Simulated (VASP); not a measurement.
A run of VASP 6.6.1 is set up as follows.

File POSCAR:

```
Pb
1.0
    2.2676584344      1.3092332075      3.6971190546
   -2.2676584344      1.3092332075      3.6971190546
    0.0000000000     -2.6184664150      3.6971190546
Pb
2
Direct
    0.2498770783      0.2498770783      0.2498770783
    0.7501229217      0.7501229217      0.7501229217
```

INCAR.step1

```
  PREC = Accurate
  ENCUT = 520
  ISMEAR = 0
  SIGMA = 0.1
  LREAL = False
  LASPH = True
  NELM = 80
  NBANDS = 21
  GGA = PE
  ALGO = Normal
  EDIFF = 1E-4
  LWAVE = True
  LCHARG = False
```

Contents of INCAR.step2:

```
  PREC = Accurate
  ENCUT = 520
  EDIFF = 1E-6
  ISMEAR = 0
  SIGMA = 0.1
  LREAL = False
  LASPH = True
  NELM = 80
  ALGO = Normal
  ISIF = 2
  LWAVE = False
  LCHARG = False
  METAGGA = R2SCAN
  LMIXTAU = True
  NBANDS = 21
  ISTART = 1
```

KPOINTS

```
regular mesh
0
Gamma
  6 6 6
```

Potentials or basis: VASP PAW PBE potentials, release 64 (Pb_d).

Run with:

```bash
$ cat potpaw_PBE.64/Pb_d/POTCAR > POTCAR
$ cp INCAR.step1 INCAR
$ mpirun -np 1 vasp_std > vasp.out
$ cp INCAR.step2 INCAR
$ mpirun -np 1 vasp_std > vasp.out
```

(1) Predict the largest force.

(2) Predict the band gap on the k mesh.

(3) Predict the pressure.

Answers

(1) 0.008 eV/Å.

(2) zero (band 14 reaches 7.57 eV, above the bottom of band 15 at 4.08 eV).

(3) 0.3 GPa.

Caveat: the PAW data sets were made with another functional, which shifts forces and pressure a little; spin-orbit coupling is left out, which moves the levels of the heavy elements.
